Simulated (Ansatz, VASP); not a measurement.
Given: the input of a run of Ansatz 0.2.0 on SrVO3.

Contents of input.yaml:

```yaml
crystal:
  lattice:
    - [3.8409, 0.0, 0.0]
    - [0.0, 3.8409, 0.0]
    - [0.0, 0.0, 3.8409]
  atoms:
    - { symbol: Sr, position: [0.5, 0.5, 0.5] }
    - { symbol: V, position: [0.0, 0.0, 0.0], spin: 2.0 }
    - { symbol: O, position: [0.0, 0.0, 0.5] }
    - { symbol: O, position: [0.0, 0.5, 0.0] }
    - { symbol: O, position: [0.5, 0.0, 0.0] }
hamiltonian:
  xc: pbesol
  pseudopotentials: { kind: paw }
magnetization:
  spin_polarized: true
kpoints:
  mp_grid: { grid: [7, 7, 7] }
scf:
  occupations: { method: fermi_dirac, width: 0.05 }
output:
  forces: true
  stress: true
  eigenvalues: true
```

Potentials or basis: Ansatz PAW.

The run is started by

```sh
$ ansatz run input.yaml --threads 2 --pin off --max-ram 5632MiB --backend cpu --events-out ev --progress --plain --runs-dir out
```

Translate it to VASP 6.6.1. Potentials there: VASP PAW PBE potentials, release 64 (Sr_sv, V_sv, O).

As run (the cutoff follows the program's own potentials):

The input INCAR:

```
PREC = Accurate
ENCUT = 520
EDIFF = 1E-6
ISMEAR = -1
SIGMA = 0.05
LREAL = False
LASPH = True
NELM = 150
ALGO = Normal
ISIF = 2
LWAVE = False
LCHARG = True
ISPIN = 2
MAGMOM = 0 2 0 0 0
LORBIT = 11
LMAXMIX = 4
GGA = PS
LELF = True
LVHAR = True
NBANDS = 32
```

Contents of KPOINTS:

```
Automatic mesh
0
Gamma
  7 7 7
```

File POSCAR:

```
SrVO3
1.0
    3.8409000000      0.0000000000      0.0000000000
    0.0000000000      3.8409000000      0.0000000000
    0.0000000000      0.0000000000      3.8409000000
Sr V O
1 1 3
Direct
    0.5000000000      0.5000000000      0.5000000000
    0.0000000000      0.0000000000      0.0000000000
    0.0000000000      0.0000000000      0.5000000000
    0.0000000000      0.5000000000      0.0000000000
    0.5000000000      0.0000000000      0.0000000000
```

Potentials or basis: VASP PAW PBE potentials, release 64 (Sr_sv, V_sv, O).

Launch:

```bash
$ cat potpaw_PBE.64/Sr_sv/POTCAR potpaw_PBE.64/V_sv/POTCAR potpaw_PBE.64/O/POTCAR > POTCAR
$ mpirun -np 1 vasp_std > vasp.out
```

Both were run:

|  | VASP | Ansatz | Ansatz less VASP |
| --- | --- | --- | --- |
| gap on the k mesh at the Fermi level (eV) | none | none | - |
| pressure (GPa) | -4.0 | -4.7 | -0.79 |
| net moment per atom (μB) | 0.00 | 0.00 | 0.000 |

VASP's potentials were made for PBE, not for PBEsol. A gap of «none» marks a metal or a gap that the smearing closes.
